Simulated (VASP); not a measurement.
Write the native input for VASP 6.6.1 that does the following.

```
Task                   : single point
Functional             : r2SCAN
Dispersion             : rVV10
Potentials or basis    : VASP PAW PBE potentials, release 64 (Sn_d, O)
Cutoff                 : 660 eV
k mesh                 : 6 × 6 × 8
Occupations            : gaussian, width 0.02 eV
Spin                   : no spin polarisation
Dipole correction      : no
Further INCAR settings : ALGO = Normal; EDIFF = 1e-06; NBANDS = 35
```

Crystal: SnO2.

```xyz
6
Lattice="4.7433 0.0000 0.0000 0.0000 4.7433 0.0000 0.0000 0.0000 3.1978" Properties=species:S:1:pos:R:3 pbc="T T T"
Sn    0.0000    0.0000    0.0000
Sn    2.3716    2.3716    1.5989
O     1.4502    1.4502    0.0000
O     3.2930    3.2930    0.0000
O     0.9214    3.8219    1.5989
O     3.8219    0.9214    1.5989
```

The input as run:

POSCAR

```
SnO2
1.0
    4.7432585181      0.0000000000      0.0000000000
    0.0000000000      4.7432585181      0.0000000000
    0.0000000000      0.0000000000      3.1977930519
Sn O
2 4
Direct
    0.0000000000      0.0000000000      0.0000000000
    0.5000000000      0.5000000000      0.5000000000
    0.3057477547      0.3057477547      0.0000000000
    0.6942522453      0.6942522453      0.0000000000
    0.1942522453      0.8057477547      0.5000000000
    0.8057477547      0.1942522453      0.5000000000
```

INCAR.step1

```
SYSTEM = SnO2
ALGO = Normal ; EDIFF = 1E-5
ENCUT = 660 ; GGA = PE
GGA_COMPAT = .FALSE. ; ISMEAR = 0
LASPH = .TRUE. ; LCHARG = .FALSE.
LREAL = .FALSE. ; LWAVE = .TRUE.
NBANDS = 35 ; NELM = 120
PREC = Accurate ; SIGMA = 0.02
```

INCAR.step2

```
SYSTEM = SnO2
ALGO = Normal ; BPARAM = 11.95
CPARAM = 0.0093 ; EDIFF = 1E-6
ENCUT = 660 ; GGA_COMPAT = .FALSE.
ISIF = 2 ; ISMEAR = 0
ISTART = 1 ; IVDW_NL = 2
LASPH = .TRUE. ; LCHARG = .TRUE.
LELF = .TRUE. ; LMIXTAU = .TRUE.
LREAL = .FALSE. ; LUSE_VDW = .TRUE.
LVHAR = .TRUE. ; LWAVE = .FALSE.
METAGGA = R2SCAN ; NBANDS = 35
NELM = 120 ; PREC = Accurate
SIGMA = 0.02
```

KPOINTS

```
k-points
0
G
  6 6 8
  0 0 0
```

Potentials or basis: VASP PAW PBE potentials, release 64 (Sn_d, O).

The run is started by

```bash
$ cat potpaw_PBE.64/Sn_d/POTCAR potpaw_PBE.64/O/POTCAR > POTCAR
$ cp INCAR.step1 INCAR
$ mpirun -np 1 vasp_std > vasp.out
$ cp INCAR.step2 INCAR
$ mpirun -np 1 vasp_std > vasp.out
```

It gave:

```
Pressure               : 1.2 GPa
Largest force          : 0.029 eV/Å
Band gap on the k mesh : 1.86 eV
```

Caveat: the PAW data sets were made with another functional, which shifts forces and pressure a little; spin-orbit coupling is left out, which moves the levels of the heavy elements.

Run time: 14 min on 1 thread of Oxide Virtual Turin-like Processor (shared host), peak memory 0.44 GiB.
